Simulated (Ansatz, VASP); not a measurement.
Ba: VASP beside Ansatz

```xyz
2
Lattice="7.1251 0.0000 0.0000 -3.5626 6.1706 0.0000 0.0000 0.0000 4.2161" Properties=species:S:1:pos:R:3 pbc="T T T"
Ba    0.0000    4.1137    2.1080
Ba    3.5626    2.0569    2.1080
```

Alike in both runs: task single point; functional PBE; k mesh 9 × 9 × 12; occupations gaussian, width 0.1 eV; no spin polarisation.

|  | VASP | Ansatz |
| --- | --- | --- |
| version | VASP 6.6.1 | Ansatz 0.2.0 |
| potentials or method | VASP PAW PBE potentials, release 64 (Ba_sv), cutoff 520 eV | scalar-relativistic, plane waves, PAW |
| valence electrons in the cell | 20 | 20 |

|  | VASP | Ansatz | Ansatz less VASP |
| --- | --- | --- | --- |
| gap on the k mesh at the Fermi level (eV) | none | none | - |
| pressure (GPa) | -0.1 | -0.1 | -0.03 |
| traceless stress, the component that is largest in VASP (GPa) | -0.87 | -0.87 | -0.003 |

A gap of «none» marks a metal or a gap that the smearing closes.

Neither program's run includes spin-orbit coupling.
